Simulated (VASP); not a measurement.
Set up this calculation in VASP 6.6.1, as the native input.

```yaml
Task: single point
Functional: r2SCAN
Potentials_or_basis: VASP PAW PBE potentials, release 64 (Se, Mo_sv)
Cutoff: 550 eV
k_mesh: 9 × 9 × 2
Occupations: fermi-dirac, width 0.1 eV
Spin: no spin polarisation
Dipole_correction: no
Further_INCAR_settings: ALGO = Normal; EDIFF = 1e-06; NBANDS = 35
```

Crystal: MoSe2.

```
CELL_PARAMETERS angstrom
1.57826 2.73362 0.00000
-1.57826 2.73362 0.00000
0.00000 0.00000 11.79182
ATOMIC_POSITIONS crystal
Se 0.33333 0.33333 0.60869
Se 0.66667 0.66667 0.10869
Se 0.33333 0.33333 0.89131
Se 0.66667 0.66667 0.39131
Mo 0.33333 0.33333 0.25000
Mo 0.66667 0.66667 0.75000
```

One way to write it, as run:

POSCAR

```
MoSe2
1.0
    1.5782576797      2.7336224887      0.0000000000
   -1.5782576797      2.7336224887      0.0000000000
    0.0000000000      0.0000000000     11.7918237107
Se Mo
4 2
Direct
    0.3333333333      0.3333333333      0.6086867214
    0.6666666667      0.6666666667      0.1086867214
    0.3333333333      0.3333333333      0.8913132786
    0.6666666667      0.6666666667      0.3913132786
    0.3333333333      0.3333333333      0.2500000000
    0.6666666667      0.6666666667      0.7500000000
```

INCAR.step1

```
PREC = Accurate
ENCUT = 550
ISMEAR = -1
SIGMA = 0.1
LREAL = False
LASPH = True
NELM = 120
NBANDS = 35
GGA = PE
ALGO = Normal
EDIFF = 1E-5
LWAVE = True
LCHARG = False
GGA_COMPAT = False
```

INCAR.step2

```
PREC = Accurate
ENCUT = 550
EDIFF = 1E-6
ISMEAR = -1
SIGMA = 0.1
LREAL = False
LASPH = True
NELM = 120
ALGO = Normal
ISIF = 2
LWAVE = False
LCHARG = True
METAGGA = R2SCAN
LMIXTAU = True
LELF = True
LVHAR = True
NBANDS = 35
ISTART = 1
GGA_COMPAT = False
```

KPOINTS

```
regular mesh
0
Gamma
  9 9 2
```

Potentials or basis: VASP PAW PBE potentials, release 64 (Se, Mo_sv).

Command:

```bash
$ cat potpaw_PBE.64/Se/POTCAR potpaw_PBE.64/Mo_sv/POTCAR > POTCAR
$ cp INCAR.step1 INCAR
$ mpirun -np 1 vasp_std > vasp.out
$ cp INCAR.step2 INCAR
$ mpirun -np 1 vasp_std > vasp.out
```

Results of the run:

| Quantity | Value |
| --- | --- |
| Pressure | 20.4 GPa |
| Largest force | 0.051 eV/Å |
| Band gap on the k mesh | 0.48 eV (least direct gap 1.37 eV) |

Caveat: the cell stands under pressure; the PAW data sets were made with another functional, which shifts forces and pressure a little; an odd mesh through Γ misses points on the zone boundary, where band edges can lie.

It took 4.7 min on 1 thread of Intel Xeon 8259CL, with other jobs on the host, peak memory 0.27 GiB.
